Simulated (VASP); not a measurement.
# InAs (F-43m) in VASP: further runs, part 2 of 2

VASP 6.6.1. The steps go on from the part before.

**4. Single point, PBEsol**

This run uses another cell than the first one, of 27.27 Å³/atom.

Input file INCAR:

```
ALGO = Normal
EDIFF = 1E-7
ENCUT = 520
GGA = PS
ISIF = 2
ISMEAR = -1
LASPH = T
LCHARG = T
LELF = T
LREAL = F
LVHAR = T
LWAVE = F
NBANDS = 16
NELM = 80
PREC = Accurate
SIGMA = 0.08
```

Input file KPOINTS:

```
k-points
0
Gamma
  14 14 14
```

Input file POSCAR:

```
InAs
1.0
    0.0000000000      3.0100235905      3.0100235905
    3.0100235905      0.0000000000      3.0100235905
    3.0100235905      3.0100235905      0.0000000000
In As
1 1
Direct
    0.0000000000      0.0000000000      0.0000000000
    0.7500000000      0.7500000000      0.7500000000
```

Potentials or basis: VASP PAW PBE potentials, release 64 (In_d, As).

The run is started by

```console
$ cat potpaw_PBE.64/In_d/POTCAR potpaw_PBE.64/As/POTCAR > POTCAR
$ mpirun -np 1 vasp_std > vasp.out
```

OUTCAR:

```text
EDIFF = 1E-7
   ENCUT = 520
   GGA = PS
   ISIF = 2
   ISMEAR = -1
   LASPH = T
   LREAL = F
   NELM = 80
   PREC = Accurate

 ion  position               nearest neighbor table
   1  0.000  0.000  0.000-   2 2.61   2 2.61   2 2.61   2 2.61
   2  0.750  0.750  0.750-   1 2.61   1 2.61   1 2.61   1 2.61

  LATTYP: Found a face centered cubic cell.
 ALAT       =     6.0200471810

  Lattice vectors:

 A1 = (   0.0000000000,   3.0100235905,   3.0100235905)
 A2 = (   3.0100235905,   0.0000000000,   3.0100235905)
 A3 = (   3.0100235905,   3.0100235905,   0.0000000000)

Analysis of symmetry for initial positions (statically):
=====================================================================
 Subroutine PRICEL returns:
 Original cell was already a primitive cell.

 Routine SETGRP: Setting up the symmetry group for a
 face centered cubic supercell.

 Subroutine GETGRP returns: Found 24 space group operations
 (whereof 24 operations were pure point group operations)
 out of a pool of 48 trial point group operations.

The static configuration has the point symmetry T_d .

Analysis of symmetry for dynamics (positions and initial velocities):
=====================================================================
 Subroutine PRICEL returns:
 Original cell was already a primitive cell.

 Routine SETGRP: Setting up the symmetry group for a
 face centered cubic supercell.

 Subroutine GETGRP returns: Found 24 space group operations
 (whereof 24 operations were pure point group operations)
 out of a pool of 48 trial point group operations.

The dynamic configuration has the point symmetry T_d .

 Subroutine INISYM returns: Found 24 space group operations
 (whereof 24 operations are pure point group operations),
 and found     1 'primitive' translations

----------------------------------------------------------------------------------------

                                     Primitive cell

  volume of cell :      54.5431

  direct lattice vectors                    reciprocal lattice vectors
     0.000000000  3.010023590  3.010023590    -0.166111655  0.166111655  0.166111655
     3.010023590  0.000000000  3.010023590     0.166111655 -0.166111655  0.166111655
     3.010023590  3.010023590  0.000000000     0.166111655  0.166111655 -0.166111655

  length of vectors
     4.256816185  4.256816185  4.256816185     0.287713826  0.287713826  0.287713826

  position of ions in fractional coordinates (direct lattice)
     0.000000000  0.000000000  0.000000000
     0.750000000  0.750000000  0.750000000

  ion indices of the primitive-cell ions
   primitive index   ion index
                 1           1
                 2           2

----------------------------------------------------------------------------------------

 KPOINTS: k-points

Automatic generation of k-mesh.
 Grid dimensions read from file:
 generate k-points for:   14   14   14

 Generating k-lattice:

  Cartesian coordinates                     Fractional coordinates (reciprocal lattice)
    -0.011865118  0.011865118  0.011865118     0.071428571  0.000000000  0.000000000
     0.011865118 -0.011865118  0.011865118     0.000000000  0.071428571  0.000000000
     0.011865118  0.011865118 -0.011865118     0.000000000  0.000000000  0.071428571

  Length of vectors
     0.020550988  0.020550988  0.020550988

  Shift w.r.t. Gamma in fractional coordinates (k-lattice)
     0.000000000  0.000000000  0.000000000

 Subroutine IBZKPT returns following result:
 ===========================================

 Found    104 irreducible k-points:

 Following reciprocal coordinates:
            Coordinates               Weight
  0.000000  0.000000  0.000000      1.000000
  0.071429  0.000000  0.000000      8.000000
  0.142857  0.000000  0.000000      8.000000
  0.214286  0.000000  0.000000      8.000000
  0.285714  0.000000  0.000000      8.000000
  0.357143  0.000000  0.000000      8.000000
[... 16 lines left out ...]
  0.214286  0.142857  0.000000     24.000000
  0.285714  0.142857  0.000000     24.000000
 [... further k-points ...]
   k-points           NKPTS =    104   k-points in BZ     NKDIM =    104   number of bands    NBANDS=     16
   number of dos      NEDOS =    301   number of ions     NIONS =      2
   total plane-waves  NPLWV =  32768
   dimension x,y,z NGX =    32 NGY =   32 NGZ =   32
   dimension x,y,z NGXF=    64 NGYF=   64 NGZF=   64
   ions per type =               1   1
   NGX,Y,Z   is equivalent  to a cutoff of  12.50, 12.50, 12.50 a.u.
   NGXF,Y,Z  is equivalent  to a cutoff of  24.99, 24.99, 24.99 a.u.
 SYSTEM =  unknown system
   PREC   = accura    normal or accurate (medium, high low for compatibility)
   ISTART =      0    job   : 0-new  1-cont  2-samecut
   ICHARG =      2    charge: 1-file 2-atom 10-const
   ISPIN  =      1    spin polarized calculation?
   LNONCOLLINEAR =      F non collinear calculations
   LSORBIT =      F    spin-orbit coupling
   LASPH  =      T    aspherical Exc in radial PAW
   ENCUT  =  520.0 eV  38.22 Ry    6.18 a.u.   7.91  7.91  7.91*2*pi/ulx,y,z
   NELM   =     80;   NELMIN=  2; NELMDL= -5     # of ELM steps
   EDIFF  = 0.1E-06   stopping-criterion for ELM
   LREAL  =      F    real-space projection
   EDIFFG = 0.1E-05   stopping-criterion for IOM
   NSW    =      0    number of steps for IOM
   IBRION =     -1    ionic relax: 0-MD 1-quasi-New 2-CG
   NFREE  =      0    steps in history (QN), initial steepest desc. (CG)
   ISIF   =      2    stress and relaxation
   ISYM   =      2    0-nonsym 1-usesym 2-fastsym
   POTIM  = 0.5000    time-step for ionic-motion
   TEBEG  =    0.0;   TEEND  =   0.0 temperature during run
   PSTRESS=    0.0 pullay stress
   NELECT =      18.0000    total number of electrons
   NUPDOWN=      -1.0000    fix difference up-down
   EMIN   =  10.00;   EMAX   =-10.00  energy-range for DOS
   EFERMI =   0.00;   METHOD = LEGACY
   ISMEAR =    -1;   SIGMA  =   0.08  broadening in eV -4-tet -1-fermi 0-gaus
   EFERMI_NEDOS =   21; number of points for ismear=-14 and -15
   IALGO  =     38    algorithm
   IMIX   =      4    mixing-type and parameters
     AMIX     =   0.40;   BMIX     =  1.00
     AMIX_MAG =   1.60;   BMIX_MAG =  1.00
  volume/ion in A,a.u.               =      27.27       184.04
  Fermi-wavevector in a.u.,A,eV,Ry     =   1.131321  2.137886 17.413916  1.279887
  Thomas-Fermi vector in A             =   2.268019
   LORBIT       =      0    0 simple, 1 ext, 2 COOP (PROOUT), +10 PAW based schemes
   GGA     = PS    functional components
   LHFCALC =     F    Hartree Fock is set to
   AEXX    =    0.0000 exact exchange contribution
   IVDW    =     0    specifies the selected vdW correction
   LEPSILON=     F    determine dielectric tensor
   LRPA    =     F    only Hartree local field effects (RPA)
 non-spin polarized calculation
  energy-cutoff  :      520.00
  volume of cell :       54.54
 maximum number of plane-waves:      1483
   NGX = 15   NGY = 15   NGZ = 15

 number of electron      17.9999993 magnetization

 Free energy of the ion-electron system (eV)
  ---------------------------------------------------
  ext. energy  EPLUGINS =         0.00000000
  ---------------------------------------------------
  free energy    TOTEN  =        -8.47843867 eV

  energy without entropy =       -8.47811768  energy(sigma->0) =       -8.47827818

 E-fermi :   4.7390     XC(G=0):  -9.3429

 val. band max:        4.5094335950   @ k =   0.0000   0.0000   0.0000
 cond. band min:       5.2177517143   @ k =   0.0714   0.0000   0.0000
 fundamental gap:      0.7083181193
 Fermi energy:         4.7389966554

 k-point     1 :       0.0000    0.0000    0.0000
  band No.  band energies     occupation
      1      -9.8517      2.00000
      2      -9.8517      2.00000
      3      -9.8517      2.00000
      4      -9.7179      2.00000
      5      -9.7179      2.00000
      6      -7.4693      2.00000
[... 8 lines left out ...]
     15      14.2110      0.00000
     16      14.2110      0.00000
[... 419 lines left out ...]
 k-point    24 :       0.2857    0.1429    0.0000
  band No.  band energies     occupation
      1      -9.9437      2.00000
      2      -9.8226      2.00000
      3      -9.8192      2.00000
      4      -9.7286      2.00000
      5      -9.7092      2.00000
      6      -6.7241      2.00000
[... 8 lines left out ...]
     15      14.2244      0.00000
     16      14.2690      0.00000

 [... further k-points ...]

------------------------ aborting loop because EDIFF is reached ----------------------------------------

  FORCE on cell =-STRESS in cart. coord.  units (eV):
  Direction    XX          YY          ZZ          XY          YZ          ZX
  --------------------------------------------------------------------------------------
  -------------------------------------------------------------------------------------
  Total        0.7147963      0.7147963      0.7147963      0.0000000     -0.0000000      0.0000000
  in kB       20.9968045     20.9968045     20.9968045      0.0000000     -0.0000000      0.0000000
  external PRESSURE =      20.9968045 kB  Pullay stress =       0.0000000 kB

 VOLUME and BASIS-vectors are now :
 -----------------------------------------------------------------------------
  energy-cutoff  :      520.00
  volume of cell :       54.54
      direct lattice vectors                 reciprocal lattice vectors
     0.000000000  3.010023590  3.010023590    -0.166111655  0.166111655  0.166111655
     3.010023590  0.000000000  3.010023590     0.166111655 -0.166111655  0.166111655
     3.010023590  3.010023590  0.000000000     0.166111655  0.166111655 -0.166111655

 POSITION                                       TOTAL-FORCE (eV/Angst)
 -----------------------------------------------------------------------------------
      0.00000      0.00000      0.00000        -0.000000     -0.000000     -0.000000
      4.51504      4.51504      4.51504         0.000000      0.000000      0.000000
 -----------------------------------------------------------------------------------
    total drift:                                0.000000      0.000000      0.000000

  FREE ENERGIE OF THE ION-ELECTRON SYSTEM (eV)
  ---------------------------------------------------
  free  energy   TOTEN  =        -8.4784386746 eV

  energy  without entropy=       -8.4781176765  energy(sigma->0) =       -8.47827818
```

It took 90 s on 1 thread of Intel Xeon 8259CL, shared host; peak memory 0.24 GiB.

Results:

```
Free energy            : -8.4784 eV
Pressure               : 2.1 GPa
Band gap on the k mesh : zero (filled and empty bands touch)
```

Caveat: semilocal functionals underestimate gaps, and a narrow one can read as zero; the PAW data sets were made with another functional, which shifts forces and pressure a little; spin-orbit coupling is left out, which moves the levels of the heavy elements.

**5. Single point, PBEsol**

This run uses another cell than the first one, of 27.72 Å³/atom.

Input file INCAR:

```
SYSTEM = InAs
  PREC = Accurate
  ENCUT = 520
  EDIFF = 1E-6
  ISMEAR = -1
  SIGMA = 0.08
  LREAL = .FALSE.
  LASPH = .TRUE.
  NELM = 60
  ALGO = Normal
  ISIF = 2
  LWAVE = .FALSE.
  LCHARG = .FALSE.
  GGA = PS
  NBANDS = 16
```

Input file KPOINTS:

```
Automatic mesh
0
G
  14 14 14
  0 0 0
```

Input file POSCAR:

```
InAs
1.0
    0.0000000000      3.0262982572      3.0262982572
    3.0262982572      0.0000000000      3.0262982572
    3.0262982572      3.0262982572      0.0000000000
In As
1 1
Direct
    0.0000000000      0.0000000000      0.0000000000
    0.7500000000      0.7500000000      0.7500000000
```

The run is started by

```console
$ cat potpaw_PBE.64/In_d/POTCAR potpaw_PBE.64/As/POTCAR > POTCAR
$ mpirun -np 1 vasp_std > vasp.out
```

Run time: 77 s. Hardware: 1 thread of Intel Xeon 8259CL, shared host; peak memory 0.24 GiB.

Results (log left out):

```
Free energy            : -8.4874 eV
Pressure               : 1.1 GPa
Band gap on the k mesh : zero (filled and empty bands touch)
```

Levels at points of the mesh, in eV from the Fermi level:
```csv
k point,band 6,band 7,band 8,band 9,band 10,band 11,band 12,band 13
"(0.00, 0.00, 0.00)",-12.10,-0.53,-0.23,-0.23,-0.23,3.62,3.62,3.62
"(0.50, 0.00, 0.00)",-10.63,-6.03,-1.22,-1.22,0.64,4.39,4.39,6.48
"(0.50, 0.50, 0.00)",-10.08,-6.10,-2.57,-2.57,1.21,1.75,8.83,8.97
```

Caveat: semilocal functionals underestimate gaps, and a narrow one can read as zero; the PAW data sets were made with another functional, which shifts forces and pressure a little; spin-orbit coupling is left out, which moves the levels of the heavy elements.

**6. Single point, PBEsol**

This run uses another cell than the first one, of 28.20 Å³/atom.

Input file INCAR:

```
SYSTEM = InAs
  ALGO = Normal
  EDIFF = 1E-6
  ENCUT = 520
  GGA = PS
  ISIF = 2
  ISMEAR = -1
  LASPH = .True.
  LCHARG = .False.
  LREAL = .False.
  LWAVE = .False.
  NBANDS = 16
  NELM = 100
  PREC = Accurate
  SIGMA = 0.08
```

Input file KPOINTS:

```
k-points
0
Gamma
  14 14 14
  0 0 0
```

Input file POSCAR:

```
InAs
1.0
    0.0000000000      3.0438735453      3.0438735453
    3.0438735453      0.0000000000      3.0438735453
    3.0438735453      3.0438735453      0.0000000000
In As
1 1
Direct
    0.0000000000      0.0000000000      0.0000000000
    0.7500000000      0.7500000000      0.7500000000
```

Potentials or basis: VASP PAW PBE potentials, release 64 (In_d, As).

The run is started by

```console
$ cat potpaw_PBE.64/In_d/POTCAR potpaw_PBE.64/As/POTCAR > POTCAR
$ mpirun -np 1 vasp_std > vasp.out
```

Wall time 75 s (1 thread of Intel Xeon 8259CL, shared host); peak memory 0.24 GiB.

Results (log left out):

- Free energy: -8.4911 eV
- Pressure: 0.1 GPa
- Band gap on the k mesh: zero (filled and empty bands touch)

Levels at points of the mesh, in eV from the Fermi level:
```
           k point  band 6  band 7  band 8  band 9  band 10  band 11  band 12  band 13
(0.00, 0.00, 0.00)  -11.99   -0.62   -0.23   -0.23    -0.23     3.62     3.62     3.62
(0.50, 0.00, 0.00)  -10.57   -5.94   -1.20   -1.20     0.60     4.38     4.38     6.46
(0.50, 0.50, 0.00)  -10.04   -6.03   -2.51   -2.51     1.24     1.75     8.72     8.85
```

Caveat: semilocal functionals underestimate gaps, and a narrow one can read as zero; the PAW data sets were made with another functional, which shifts forces and pressure a little; spin-orbit coupling is left out, which moves the levels of the heavy elements.

**7. Overview**

```csv
cell,gap on the mesh (eV),pressure (GPa)
"a = 4.164 Å, angles 60.0°, 2 atoms",0.12,7.1
"a = 4.216 Å, angles 60.0°, 2 atoms",none,4.1
"a = 4.257 Å, angles 60.0°, 2 atoms",none,2.1
"a = 4.280 Å, angles 60.0°, 2 atoms",none,1.1
"a = 4.305 Å, angles 60.0°, 2 atoms",none,0.1
```

Alike in all rows: task single point; level PBEsol; potentials or basis VASP PAW PBE potentials, release 64 (In_d, As); no spin polarisation; k mesh 14 × 14 × 14; cutoff (eV) 520; smearing fermi-dirac 0.08 eV.

Caveats: semilocal functionals underestimate gaps, and a narrow one can read as zero; the PAW data sets were made with another functional, which shifts forces and pressure a little; spin-orbit coupling is left out, which moves the levels of the heavy elements; the cell stands under pressure (at least some runs); the smearing spreads over this small gap (at least some runs).

Absolute energies hang on the potentials; compare differences alone.

The gap in the log of VASP goes by the Fermi energy; the results here count the filled bands.